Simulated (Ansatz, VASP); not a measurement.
## ZnO in VASP and in Ansatz

```
Zn O
1.0
     3.18933    0.00000    0.00000
    -1.59466    2.76204    0.00000
     0.00000    0.00000    7.02348
Zn O
2 2
Direct
  0.00000 0.00000 0.75000
  0.00000 0.00000 0.25000
  0.33333 0.66667 0.25000
  0.66667 0.33333 0.75000
```

Change from the starting cell: strain -0.030 along x and y, -0.015 along z, atoms carried along.

Alike in both runs: task single point; functional PBEsol; k mesh 9 × 9 × 4; occupations gaussian, width 0.05 eV; no spin polarisation.

```csv
,VASP,Ansatz
version,VASP 6.6.1,Ansatz 0.2.0
potentials or method,"VASP PAW PBE potentials, release 64 (Zn, O), cutoff 520 eV","scalar-relativistic, plane waves, PAW"
valence electrons in the cell,36,36
```

```csv
,VASP,Ansatz,Ansatz less VASP
gap on the k mesh at the Fermi level (eV),0.75,0.75,-0.007
least direct gap on the mesh (eV),0.75,0.75,-0.007
pressure (GPa),5.5,4.5,-0.94
"traceless stress, the component that is largest in VASP (GPa)",-6.31,-5.29,+1.020
```

VASP's potentials were made for PBE, not for PBEsol. With one functional, cell and mesh, what is left measures potentials, basis and numerics.
